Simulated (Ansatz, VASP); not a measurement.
HfO2: VASP beside Ansatz

```
CELL_PARAMETERS angstrom
0.00000 2.52532 2.52532
2.52532 0.00000 2.52532
2.52532 2.52532 0.00000
ATOMIC_POSITIONS crystal
Hf 0.00000 0.00000 0.00000
O 0.25000 0.25000 0.25000
O 0.50000 0.50000 0.50000
```

Alike in both runs: task relaxation of cell and atoms; functional PBE; k mesh 10 × 10 × 10; occupations gaussian, width 0.02 eV; no spin polarisation.

|  | VASP | Ansatz |
| --- | --- | --- |
| version | VASP 6.6.1 | Ansatz 0.2.0 |
| potentials or method | VASP PAW PBE potentials, release 64 (Hf_pv, O), cutoff 600 eV | scalar-relativistic, plane waves, PAW |
| valence electrons in the cell | 22 | 38 |

|  | VASP | Ansatz | Ansatz less VASP |
| --- | --- | --- | --- |
| gap on the k mesh at the Fermi level, each at its own relaxed structure (eV) | 2.30 | 2.29 | -0.013 |
| relaxed volume (Å³/atom) | 10.59 | 10.74 | +0.142 |
| relaxed cell length with the largest relative difference (Å) | 3.556 | 3.571 | +0.0158 |

VASP's potentials hold 22 valence electrons a cell and Ansatz's 38, so a difference there can come from the potentials and not from the codes.

Spin-orbit coupling is off throughout.
